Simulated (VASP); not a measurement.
Input of a VASP 6.6.1 run:

Contents of INCAR:

```
SYSTEM = TaAs
PREC = Accurate
ENCUT = 520
EDIFF = 1E-6
ISMEAR = 0
SIGMA = 0.05
LREAL = .FALSE.
LASPH = .TRUE.
NELM = 80
ALGO = Normal
ISIF = 2
LWAVE = .FALSE.
LCHARG = .FALSE.
GGA = PE
NBANDS = 24
```

File KPOINTS:

```
regular mesh
0
G
  16 16 16
  0 0 0
```

The input POSCAR:

```
TaAs
1.0
   -1.7408989646      1.7408989646      5.9199891880
    1.7408989646     -1.7408989646      5.9199891880
    1.7408989646      1.7408989646     -5.9199891880
Ta As
2 2
Direct
    0.5000507332      1.0000507332      0.5000000000
    0.7500507332      0.7500507332      0.0000000000
    0.0825486868      0.5825486868      0.5000000000
    0.3325486868      0.3325486868      0.0000000000
```

Potentials or basis: VASP PAW PBE potentials, release 64 (Ta_pv, As).

The run is started by

```sh
$ cat potpaw_PBE.64/Ta_pv/POTCAR potpaw_PBE.64/As/POTCAR > POTCAR
$ mpirun -np 1 vasp_std > vasp.out
```

Task: Estimate the band gap on the k mesh.

Result: Zero (bands 16 and 17 overlap by 0.07 eV).

Task: Estimate the pressure.

Result: -2.9 GPa.

Stress tensor (GPa, compression positive):
```
-2.89  0.00  0.00
 0.00 -2.89  0.00
 0.00  0.00 -2.98
```

Caveat: spin-orbit coupling is left out, which moves the levels of the heavy elements.
